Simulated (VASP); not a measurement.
A run of VASP 6.6.1 is set up as follows.

INCAR

```
SYSTEM = HfO2
PREC = Accurate
ENCUT = 600
EDIFF = 1E-6
ISMEAR = 0
SIGMA = 0.01
LREAL = .False.
LASPH = .True.
NELM = 100
ALGO = Normal
ISIF = 3
LWAVE = .False.
LCHARG = .False.
GGA = PE
IBRION = 2
NSW = 80
EDIFFG = -0.001
PSTRESS = 60.0
```

File KPOINTS:

```
regular mesh
0
Gamma
  8 8 8
  0 0 0
```

The input POSCAR:

```
HfO2
1.0
    0.0000000000      2.5488057613      2.5488057613
    2.5488057613      0.0000000000      2.5488057613
    2.5488057613      2.5488057613      0.0000000000
Hf O
1 2
Direct
    0.0000000000      0.0000000000      0.0000000000
    0.2500000000      0.2500000000      0.2500000000
    0.7500000000      0.7500000000      0.7500000000
```

Potentials or basis: VASP PAW PBE potentials, release 64 (Hf_pv, O).

Run with:

```console
$ cat potpaw_PBE.64/Hf_pv/POTCAR potpaw_PBE.64/O/POTCAR > POTCAR
$ mpirun -np 1 vasp_std > vasp.out
```

Q: Predict the relaxed volume.

A: 10.62 Å³/atom.

Q: Predict the relaxed cell.

A: a = 3.558 Å, b = 3.558 Å, c = 3.558 Å, α = 60.00°, β = 60.00°, γ = 60.00°.

Q: Predict the band gap on the k mesh.

A: 3.86 eV.

The path:
```
step  energy change (eV)  largest force (eV/Å)  pressure (GPa)  volume (Å³)
   1              0.0000                0.0000           -3.87        33.12
   2              0.1871                0.0000           25.42        29.96
   3              0.0062                0.0000            5.90        31.88
   4              0.0071                0.0000            6.03        31.86
   5              0.0068                0.0000            5.96        31.87
   6              0.0070                0.0000            5.97        31.86
   7              0.0070                0.0000            6.00        31.86
```

Caveat: the cell is relaxed towards a set pressure, so the run minimises the enthalpy, not the energy; spin-orbit coupling is left out, which moves the levels of the heavy elements. A k mesh can miss the band edges.
